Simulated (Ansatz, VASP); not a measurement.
WS2 in VASP and in Ansatz

```xyz
9
Lattice="3.1815 0.0000 0.0000 -1.5907 2.7552 0.0000 0.0000 0.0000 27.8353" Properties=species:S:1:pos:R:3 pbc="T T T"
W     1.5907    0.9184   13.9177
W     0.0000    1.8368   20.4516
W     0.0000    1.8368    7.3837
S     1.5907    0.9184   22.0105
S     1.5907    0.9184    8.9433
S     0.0000    1.8368   15.4772
S     1.5907    0.9184   18.8920
S     1.5907    0.9184    5.8248
S     0.0000    1.8368   12.3581
```

Change from the starting cell: strain along c alone, the other axes held, atoms relaxed: -3.0 %.

Alike in both runs: functional r2SCAN; k mesh 12 × 12 × 1; occupations gaussian, width 0.02 eV; no spin polarisation.

Ansatz relaxed the structure, and its values are those at the end. VASP's run is a single point on that final structure, the one shown.

|  | VASP | Ansatz |
| --- | --- | --- |
| version | VASP 6.6.1 | Ansatz 0.2.0 |
| potentials or method | VASP PAW PBE potentials, release 64 (W_sv, S), cutoff 520 eV | scalar-relativistic, plane waves, PAW |
| valence electrons in the cell | 78 | 78 |

VASP gave:

```
gap on the k mesh at the Fermi level (eV) : 1.50
least direct gap on the mesh (eV)         : 1.89
rms of the force components (eV/Å)        : 0.010
```

Problem. Which values does Ansatz return?

Solution. gap on the k mesh at the Fermi level (eV): 1.48; least direct gap on the mesh (eV): 1.89; rms of the force components (eV/Å): 0.000.

VASP's potentials were made for PBE, not for r2SCAN. Ansatz's warnings: stress scf threshold loose.

Spin-orbit coupling is off throughout.
